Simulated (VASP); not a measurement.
# BN (Fmm2) in VASP: further runs, part 3 of 3

VASP 6.6.1. Earlier steps stand in the parts before.

## 5. Single point, PBEsol

This run uses another cell than the first one, of 9.48 Å³/atom, 1.136 times its volume.

Input file INCAR:

```
  PREC = Accurate
  ENCUT = 520
  EDIFF = 1E-6
  ISMEAR = 0
  SIGMA = 0.01
  LREAL = F
  LASPH = T
  NELM = 100
  ALGO = Normal
  ISIF = 2
  LWAVE = F
  LCHARG = F
  GGA = PS
  NBANDS = 11
```

Input file KPOINTS:

```
Automatic mesh
0
Gamma
  10 10 10
```

Input file POSCAR:

```
BN
1.0
    0.0000000000      3.4953158300      2.1660912400
    1.2516321000      0.0000000000      2.1660912400
    1.2516321000      3.4953158300      0.0000000000
B N
1 1
Direct
    0.0000486500      0.0000486500      0.9999513500
    0.6666666667      0.6666666667      0.3333333333
```

Potentials or basis: VASP PAW PBE potentials, release 64 (B, N).

Started as:

```
> cat potpaw_PBE.64/B/POTCAR potpaw_PBE.64/N/POTCAR > POTCAR
> mpirun -np 1 vasp_std > vasp.out
```

OUTCAR:

```text
PREC = Accurate
   ENCUT = 520
   EDIFF = 1E-6
   ISMEAR = 0
   LREAL = F
   LASPH = T
   NELM = 100
   ISIF = 2
   GGA = PS

 ion  position               nearest neighbor table
   1  0.000  0.000  1.000-   2 1.44   2 1.44   2 1.44
   2  0.667  0.667  0.333-   1 1.44   1 1.44   1 1.44

  LATTYP: Found a face centered orthorhombic cell.
 ALAT       =     2.5032642000
 B/A-ratio  =     1.7306133647
 C/A-ratio  =     2.7926064137

  Lattice vectors:

 A1 = (   0.0000000000,   3.4953158300,   2.1660912400)
 A2 = (  -1.2516321000,   3.4953158300,   0.0000000000)
 A3 = (  -1.2516321000,   0.0000000000,   2.1660912400)

Analysis of symmetry for initial positions (statically):
=====================================================================
 Subroutine PRICEL returns:
 Original cell was already a primitive cell.

 Routine SETGRP: Setting up the symmetry group for a
 face centered orthorhombic supercell.

 Subroutine GETGRP returns: Found  4 space group operations
 (whereof  4 operations were pure point group operations)
 out of a pool of  8 trial point group operations.

The static configuration has the point symmetry C_2v.

Analysis of symmetry for dynamics (positions and initial velocities):
=====================================================================
 Subroutine PRICEL returns:
 Original cell was already a primitive cell.

 Routine SETGRP: Setting up the symmetry group for a
 face centered orthorhombic supercell.

 Subroutine GETGRP returns: Found  4 space group operations
 (whereof  4 operations were pure point group operations)
 out of a pool of  8 trial point group operations.

The dynamic configuration has the point symmetry C_2v.

 Subroutine INISYM returns: Found  4 space group operations
 (whereof  4 operations are pure point group operations),
 and found     1 'primitive' translations

----------------------------------------------------------------------------------------

                                     Primitive cell

  volume of cell :      18.9526

  direct lattice vectors                    reciprocal lattice vectors
     0.000000000  3.495315830  2.166091240    -0.399478409  0.143048590  0.230830535
     1.251632100  0.000000000  2.166091240     0.399478409 -0.143048590  0.230830535
     1.251632100  3.495315830  0.000000000     0.399478409  0.143048590 -0.230830535

  length of vectors
     4.112077822  2.501706252  3.712656147     0.483041027  0.483041027  0.483041027

  position of ions in fractional coordinates (direct lattice)
     0.000048650  0.000048650  0.999951350
     0.666666667  0.666666667  0.333333333

  ion indices of the primitive-cell ions
   primitive index   ion index
                 1           1
                 2           2

----------------------------------------------------------------------------------------

 KPOINTS: Automatic mesh

Automatic generation of k-mesh.
 Grid dimensions read from file:
 generate k-points for:   10   10   10

 Generating k-lattice:

  Cartesian coordinates                     Fractional coordinates (reciprocal lattice)
    -0.039947841  0.014304859  0.023083054     0.100000000  0.000000000  0.000000000
     0.039947841 -0.014304859  0.023083054     0.000000000  0.100000000  0.000000000
     0.039947841  0.014304859 -0.023083054     0.000000000  0.000000000  0.100000000

  Length of vectors
     0.048304103  0.048304103  0.048304103

  Shift w.r.t. Gamma in fractional coordinates (k-lattice)
     0.000000000  0.000000000  0.000000000

 Subroutine IBZKPT returns following result:
 ===========================================

 Found    171 irreducible k-points:

 Following reciprocal coordinates:
            Coordinates               Weight
  0.000000  0.000000  0.000000      1.000000
  0.100000 -0.000000 -0.000000      8.000000
  0.200000 -0.000000 -0.000000      8.000000
  0.300000 -0.000000 -0.000000      8.000000
  0.400000  0.000000  0.000000      8.000000
  0.500000 -0.000000 -0.000000      4.000000
[... 16 lines left out ...]
  0.300000  0.300000  0.000000      2.000000
  0.400000  0.300000  0.000000      8.000000
 [... further k-points ...]
   k-points           NKPTS =    171   k-points in BZ     NKDIM =    171   number of bands    NBANDS=     11
   number of dos      NEDOS =    301   number of ions     NIONS =      2
   total plane-waves  NPLWV =  17920
   dimension x,y,z NGX =    32 NGY =   20 NGZ =   28
   dimension x,y,z NGXF=    64 NGYF=   40 NGZF=   56
   ions per type =               1   1
   NGX,Y,Z   is equivalent  to a cutoff of  12.94, 13.29, 12.54 a.u.
   NGXF,Y,Z  is equivalent  to a cutoff of  25.87, 26.58, 25.08 a.u.
 SYSTEM =  unknown system
   PREC   = accura    normal or accurate (medium, high low for compatibility)
   ISTART =      0    job   : 0-new  1-cont  2-samecut
   ICHARG =      2    charge: 1-file 2-atom 10-const
   ISPIN  =      1    spin polarized calculation?
   LNONCOLLINEAR =      F non collinear calculations
   LSORBIT =      F    spin-orbit coupling
   LASPH  =      T    aspherical Exc in radial PAW
   ENCUT  =  520.0 eV  38.22 Ry    6.18 a.u.   7.65  4.65  6.90*2*pi/ulx,y,z
   NELM   =    100;   NELMIN=  2; NELMDL= -5     # of ELM steps
   EDIFF  = 0.1E-05   stopping-criterion for ELM
   LREAL  =      F    real-space projection
   EDIFFG = 0.1E-04   stopping-criterion for IOM
   NSW    =      0    number of steps for IOM
   IBRION =     -1    ionic relax: 0-MD 1-quasi-New 2-CG
   NFREE  =      0    steps in history (QN), initial steepest desc. (CG)
   ISIF   =      2    stress and relaxation
   ISYM   =      2    0-nonsym 1-usesym 2-fastsym
   POTIM  = 0.5000    time-step for ionic-motion
   TEBEG  =    0.0;   TEEND  =   0.0 temperature during run
   PSTRESS=    0.0 pullay stress
   NELECT =       8.0000    total number of electrons
   NUPDOWN=      -1.0000    fix difference up-down
   EMIN   =  10.00;   EMAX   =-10.00  energy-range for DOS
   EFERMI =   0.00;   METHOD = LEGACY
   ISMEAR =     0;   SIGMA  =   0.01  broadening in eV -4-tet -1-fermi 0-gaus
   EFERMI_NEDOS =   21; number of points for ismear=-14 and -15
   IALGO  =     38    algorithm
   IMIX   =      4    mixing-type and parameters
     AMIX     =   0.40;   BMIX     =  1.00
     AMIX_MAG =   1.60;   BMIX_MAG =  1.00
  volume/ion in A,a.u.               =       9.48        63.95
  Fermi-wavevector in a.u.,A,eV,Ry     =   1.228047  2.320672 20.518928  1.508099
  Thomas-Fermi vector in A             =   2.362987
   LORBIT       =      0    0 simple, 1 ext, 2 COOP (PROOUT), +10 PAW based schemes
   GGA     = PS    functional components
   LHFCALC =     F    Hartree Fock is set to
   AEXX    =    0.0000 exact exchange contribution
   IVDW    =     0    specifies the selected vdW correction
   LEPSILON=     F    determine dielectric tensor
   LRPA    =     F    only Hartree local field effects (RPA)
 non-spin polarized calculation
 Gauss-broadening in eV      SIGMA  =   0.01
  energy-cutoff  :      520.00
  volume of cell :       18.95
 maximum number of plane-waves:       527
   NGX = 15   NGY =  9   NGZ = 13

 number of electron       8.0000000 magnetization

 Free energy of the ion-electron system (eV)
  ---------------------------------------------------
  ext. energy  EPLUGINS =         0.00000000
  ---------------------------------------------------
  free energy    TOTEN  =       -18.28328283 eV

  energy without entropy =      -18.28328283  energy(sigma->0) =      -18.28328283

 E-fermi :   1.9149     XC(G=0):  -9.9640

 val. band max:        1.8452592748   @ k =   0.4000  -0.4000   0.1000
 cond. band min:       5.6356293548   @ k =   0.0000   0.5000   0.5000
 fundamental gap:      3.7903700800
 Fermi energy:         1.9148951059

 k-point     1 :       0.0000    0.0000    0.0000
  band No.  band energies     occupation
      1     -15.9312      2.00000
      2      -2.6124      2.00000
      3       0.5012      2.00000
      4       0.5100      2.00000
      5       6.5678      0.00000
      6      13.3666      0.00000
      7      13.4254      0.00000
      8      14.8409      0.00000
      9      16.3067      0.00000
     10      27.2596      0.00000
     11      28.4713      0.00000
[... 309 lines left out ...]
 k-point    24 :       0.4000    0.3000    0.0000
  band No.  band energies     occupation
      1     -13.6490      2.00000
      2      -5.4170      2.00000
      3      -2.3824      2.00000
      4       0.2068      2.00000
      5       9.2107      0.00000
      6      10.3882      0.00000
      7      13.6444      0.00000
      8      17.7079      0.00000
      9      19.9336      0.00000
     10      21.2462      0.00000
     11      24.9596      0.00000

 [... further k-points ...]
[... 5 lines left out ...]
  --------------------------------------------------------------------------------------
  -------------------------------------------------------------------------------------
  Total        0.1443790      0.0088011      0.1509270      0.0000000      0.0000000      0.0000000
  in kB       12.2051970      0.7440117     12.7587365      0.0000000      0.0000000      0.0000000
  external PRESSURE =       8.5693151 kB  Pullay stress =       0.0000000 kB

 VOLUME and BASIS-vectors are now :
 -----------------------------------------------------------------------------
  energy-cutoff  :      520.00
  volume of cell :       18.95
      direct lattice vectors                 reciprocal lattice vectors
     0.000000000  3.495315830  2.166091240    -0.399478409  0.143048590  0.230830535
     1.251632100  0.000000000  2.166091240     0.399478409 -0.143048590  0.230830535
     1.251632100  3.495315830  0.000000000     0.399478409  0.143048590 -0.230830535

 POSITION                                       TOTAL-FORCE (eV/Angst)
 -----------------------------------------------------------------------------------
      1.25163      3.49532      0.00021         0.000000      0.000000      0.012913
      1.25163      3.49532      2.88812         0.000000      0.000000     -0.012913
 -----------------------------------------------------------------------------------
    total drift:                                0.000006     -0.000011     -0.000064

  FREE ENERGIE OF THE ION-ELECTRON SYSTEM (eV)
  ---------------------------------------------------
  free  energy   TOTEN  =       -18.2832828317 eV

  energy  without entropy=      -18.2832828317  energy(sigma->0) =      -18.28328283
```

stdout:

```text
POSCAR found type information on POSCAR B N
 POSCAR found :  2 types and       2 ions
 scaLAPACK will be used
 -----------------------------------------------------------------------------
|                                                                             |
|                                                                             |
|     You enforced a specific xc type in the INCAR file but a different       |
|     I HOPE YOU KNOW WHAT YOU ARE DOING!                                     |
|                                                                             |
 -----------------------------------------------------------------------------

 LDA part: xc-table for (Slater+PW92), standard interpolation
 POSCAR, INCAR and KPOINTS ok, starting setup
 FFT: planning ... GRIDC
 FFT: planning ... GRID_SOFT
 FFT: planning ... GRID
 WAVECAR not read
 entering main loop
```

It took 14 s on 1 thread of Intel Xeon 6975P-C (Granite Rapids), shared host; peak memory 0.16 GiB.

Results:

```yaml
Free_energy: -18.2833 eV
Pressure: 0.9 GPa
Largest_force: 0.013 eV/Å
Band_gap_on_the_k_mesh: 3.79 eV, indirect (least direct gap 4.69 eV)
```

Forces in eV/Å, atoms in the order of the input:
```
B    0.000  0.000  0.013
N    0.000  0.000 -0.013
```

Caveat: the PAW data sets were made with another functional, which shifts forces and pressure a little. A k mesh can miss the band edges.

## 6. Single point, PBEsol

This run uses another cell than the first one, of 9.86 Å³/atom, 1.182 times its volume.

Input file INCAR:

```
SYSTEM = BN
PREC     = Accurate       ! precision mode
ENCUT    = 520            ! plane-wave cutoff, eV
EDIFF    = 1E-6           ! SCF threshold, eV
ISMEAR   = 0              ! smearing method
SIGMA    = 0.01           ! smearing width, eV
LREAL    = .False.        ! projectors in reciprocal space
LASPH    = .True.         ! aspherical terms in the spheres
NELM     = 60             ! most SCF steps
ALGO     = Normal         ! electronic algorithm
ISIF     = 2              ! what is computed and relaxed
LWAVE    = .False.        ! write WAVECAR
LCHARG   = .True.         ! write CHGCAR
GGA      = PS             ! functional
LELF     = .True.         ! ELF
LVHAR    = .True.       
NBANDS   = 11             ! bands
```

Input file KPOINTS:

```
regular mesh
0
Gamma
  10 10 10
  0 0 0
```

Input file POSCAR:

```
BN
1.0
    0.0000000000      3.5413121025      2.1945957093
    1.2681028322      0.0000000000      2.1945957093
    1.2681028322      3.5413121025      0.0000000000
B N
1 1
Direct
    0.0000486500      0.0000486500      0.9999513500
    0.6666666667      0.6666666667      0.3333333333
```

Potentials or basis: VASP PAW PBE potentials, release 64 (B, N).

Started as:

```
> cat potpaw_PBE.64/B/POTCAR potpaw_PBE.64/N/POTCAR > POTCAR
> mpirun -np 1 vasp_std > vasp.out
```

Wall time 15 s (1 thread of Intel Xeon 6975P-C (Granite Rapids), shared host); peak memory 0.16 GiB.

The run converged. Its results:

```yaml
Free_energy: -18.2673 eV
Pressure: -7.7 GPa
Largest_force: 0.011 eV/Å
Band_gap_on_the_k_mesh: 3.77 eV, indirect (least direct gap 4.59 eV)
```

Forces on the atoms (eV/Å):
```
B    0.000  0.000  0.011
N    0.000  0.000 -0.011
```

Stress tensor (GPa, compression positive):
```
-11.48   0.00   0.00
  0.00  -0.07   0.00
  0.00   0.00 -11.42
```

Levels at points of the mesh, in eV from the valence-band top:
```tsv
k point	band 1	band 2	band 3	band 4	band 5	band 6	band 7	band 8
(0.00, 0.00, 0.00)	-17.53	-4.30	-1.38	-1.38	4.68	11.20	11.26	12.53
(0.50, 0.00, 0.00)	-14.44	-8.79	-4.09	-0.93	4.53	9.41	12.93	15.20
(0.50, 0.50, 0.00)	-14.48	-8.88	-4.09	-0.45	5.64	9.03	11.87	13.39
(0.50, 0.00, 0.50)	-17.35	-5.89	-1.40	-1.38	9.26	11.16	11.18	11.31
(0.00, 0.50, 0.50)	-14.38	-8.70	-4.13	-1.35	3.77	9.48	14.07	17.86
```

Caveat: the PAW data sets were made with another functional, which shifts forces and pressure a little. A k mesh can miss the band edges.

## 7. Summary

```tsv
cell	gap on the mesh (eV)	pressure (GPa)	largest force (eV/Å)
a = 3.941, b = 2.397, c = 3.558 Å, angles 80.3, 36.8, 62.9°, 2 atoms	3.83	38.1	0.02
a = 3.999, b = 2.433, c = 3.611 Å, angles 80.3, 36.8, 62.9°, 2 atoms	3.82	23.3	0.02
a = 4.057, b = 2.468, c = 3.662 Å, angles 80.3, 36.8, 62.9°, 2 atoms	3.81	11.1	0.02
a = 4.112, b = 2.502, c = 3.713 Å, angles 80.3, 36.8, 62.9°, 2 atoms	3.79	0.9	0.01
a = 4.166, b = 2.535, c = 3.762 Å, angles 80.3, 36.8, 62.9°, 2 atoms	3.77	-7.7	0.01
```

Alike in all rows: task single point; level PBEsol; potentials or basis VASP PAW PBE potentials, release 64 (B, N); no spin polarisation; k mesh 10 × 10 × 10; cutoff (eV) 520; smearing gaussian 0.01 eV.

Caveats: the PAW data sets were made with another functional, which shifts forces and pressure a little.

Absolute energies hang on the potentials; compare differences alone.
